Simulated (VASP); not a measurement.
The system is Zr2Si.

```
CELL_PARAMETERS angstrom
0.00000 3.01759 3.01759
3.01759 0.00000 3.01759
3.01759 3.01759 0.00000
ATOMIC_POSITIONS crystal
Zr 0.75000 0.75000 0.75000
Zr 0.25000 0.25000 0.25000
Si 0.00000 0.00000 0.00000
```

| Item | Value |
| --- | --- |
| Program | VASP 6.6.1 |
| Task | relaxation of cell and atoms |
| Functional | PBE |
| Potentials or basis | VASP PAW PBE potentials, release 64 (Zr_sv, Si) |
| Cutoff | 600 eV |
| k mesh | 6 × 6 × 6 |
| Occupations | gaussian, width 0.1 eV |
| Spin | no spin polarisation |

At the start: pressure 24.7 GPa; volume 18.32 Å³/atom.

How do energy, volume and symmetry change on relaxing?

Over 4 steps the energy falls by 223.4 meV/atom and the volume is 21.65 Å³/atom (+18.2 %); space group Fm-3m (No. 225, to 0.05 Å).

Step by step:
| step | energy change (eV) | largest force (eV/Å) | pressure (GPa) | volume (Å³) |
| --- | --- | --- | --- | --- |
| 1 | 0.0000 | 0.0000 | 24.70 | 54.96 |
| 2 | 0.2314 | 0.0000 | -15.31 | 80.62 |
| 3 | -0.6689 | 0.0000 | -0.80 | 65.37 |
| 4 | -0.6701 | 0.0000 | -0.13 | 64.96 |

Final structure:
```
Zr Si
1.0
     0.00000    3.19062    3.19062
     3.19062    0.00000    3.19062
     3.19062    3.19062    0.00000
Zr Si
2 1
Direct
  0.75000 0.75000 0.75000
  0.25000 0.25000 0.25000
  0.00000 0.00000 0.00000
```

Caveat: the volume moved by over 15 % at a fixed basis, so the end points are rough.
